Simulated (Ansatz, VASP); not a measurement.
CsAs3: VASP beside Ansatz

```
Cs As
1.0
    -2.47292    2.47292    4.28390
     2.47292   -2.47292    4.28390
     2.47292    2.47292   -4.28390
Cs As
1 3
Direct
  0.00000 0.00000 0.00000
  0.50000 0.50000 0.00000
  0.25000 0.75000 0.50000
  0.75000 0.25000 0.50000
```

Alike in both runs: functional PBE; k mesh 14 × 14 × 14; occupations gaussian, width 0.1 eV; no spin polarisation.

Ansatz relaxed the structure, and its values are those at the end. VASP's run is a single point on that final structure, the one shown.

```csv
,VASP,Ansatz
version,VASP 6.6.1,Ansatz 0.2.0
potentials or method,"VASP PAW PBE potentials, release 64 (Cs_sv, As), cutoff 520 eV","scalar-relativistic, plane waves, PAW"
valence electrons in the cell,24,54
```

Ansatz gave:

| Item | Value |
| --- | --- |
| gap on the k mesh at the Fermi level (eV) | none |
| pressure (GPa) | 0.0 |

Task: Which values does VASP return?

Result: gap on the k mesh at the Fermi level (eV): none; pressure (GPa): 0.2.

A gap of «none» marks a metal or a gap that the smearing closes. The functional is the same, so the differences come from potentials, cutoffs and numerics. VASP's potentials hold 24 valence electrons a cell and Ansatz's 54, so a difference there can come from the potentials and not from the codes.

Neither program's run includes spin-orbit coupling.
